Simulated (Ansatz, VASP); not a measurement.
# Two plane-wave programs on CaO

The input POSCAR:

```
CaO
1.0
    0.0000000000      2.6136325509      2.6136325509
    2.6136325509      0.0000000000      2.6136325509
    2.6136325509      2.6136325509      0.0000000000
Ca O
1 1
Direct
    0.0000000000      0.0000000000      0.0000000000
    0.2500000000      0.2500000000      0.2500000000
```

Contents of INCAR.step1:

```
  PREC = Accurate
  ENCUT = 520
  ISMEAR = 0
  SIGMA = 0.05
  LREAL = False
  LASPH = True
  NELM = 60
  NBANDS = 15
  GGA = PE
  ALGO = Normal
  EDIFF = 1E-4
  LWAVE = True
  LCHARG = False
```

File INCAR.step2:

```
  PREC = Accurate
  ENCUT = 520
  EDIFF = 1E-6
  ISMEAR = 0
  SIGMA = 0.05
  LREAL = False
  LASPH = True
  NELM = 60
  ALGO = Normal
  ISIF = 2
  LWAVE = False
  LCHARG = False
  METAGGA = R2SCAN
  LMIXTAU = True
  NBANDS = 15
  ISTART = 1
```

Contents of KPOINTS:

```
Automatic mesh
0
Gamma
  8 8 8
```

Input for Ansatz:

```yaml
crystal:
  lattice:
    - [0.0, 2.6136325509, 2.6136325509]
    - [2.6136325509, 0.0, 2.6136325509]
    - [2.6136325509, 2.6136325509, 0.0]
  atoms:
    - { symbol: Ca, position: [0.0, 0.0, 0.0] }
    - { symbol: O, position: [0.25, 0.25, 0.25] }
basis:
  ecutwfc: 500
  ecutrho_ratio: 4
kpoints:
  mp_grid: { grid: [8, 8, 8] }
hamiltonian:
  xc: r2scan
scf:
  occupations: { method: gaussian, width: 0.05 }
output:
  forces: true
  stress: true
  eigenvalues: true
```

Alike in both runs: task single point; functional r2SCAN; k mesh 8 × 8 × 8; occupations gaussian, width 0.05 eV; no spin polarisation.

```csv
,VASP,Ansatz
version,VASP 6.6.1,Ansatz 0.2.0
potentials or method,"VASP PAW PBE potentials, release 64 (Ca_sv, O), cutoff 520 eV","scalar-relativistic, plane waves, PAW"
valence electrons in the cell,16,16
```

|  | VASP | Ansatz | Ansatz less VASP |
| --- | --- | --- | --- |
| gap on the k mesh at the Fermi level (eV) | 3.71 | 3.73 | +0.026 |
| least direct gap on the mesh (eV) | 4.32 | 4.33 | +0.017 |
| pressure (GPa) | 0.2 | -0.7 | -0.90 |

VASP's potentials were made for PBE, not for r2SCAN.
